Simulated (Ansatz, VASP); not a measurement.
# CuO, level by level in two programs

```xyz
2
Lattice="0.0000 2.1306 2.1306 2.1306 0.0000 2.1306 2.1306 2.1306 0.0000" Properties=species:S:1:pos:R:3 pbc="T T T"
Cu    1.9945    1.9975    0.1227
O     2.2667    2.2637    2.0079
```

Single points on this cell with VASP 6.6.1 and Ansatz 0.2.0. Each row is one pair of runs. Alike in all rows: spin: off; k mesh: 11 × 11 × 11; smearing: fermi-dirac, width 0.05 eV; VASP's potentials, cutoff: VASP PAW PBE potentials, release 64 (Cu, O), 520 eV.

| level | Ansatz's potentials, cutoff | gap on the k mesh at the Fermi level (eV), VASP | gap on the k mesh at the Fermi level (eV), Ansatz | pressure (GPa), VASP | pressure (GPa), Ansatz | rms of the force components (eV/Å), VASP | rms of the force components (eV/Å), Ansatz |
| --- | --- | --- | --- | --- | --- | --- | --- |
| PBEsol | Ansatz PAW, 420 eV | none | none | 5.7 | 4.9 | 0.416 | 0.370 |
| BLYP | Ansatz PAW, 420 eV | none | none | 22.3 | 21.3 | 0.556 | 0.496 |
| PBE | JTH PAW, 1380 eV | none | none | 14.7 | 14.3 | 0.507 | 0.466 |

Pressure (GPa): the two programs differ by at most 0.98; rms of the force components (eV/Å): the two programs differ by at most 0.0603.

VASP's potentials hold 17 valence electrons a cell and Ansatz's 25, so a difference there can come from the potentials and not from the codes.

A gap of «none» marks a metal or a gap that the smearing closes.
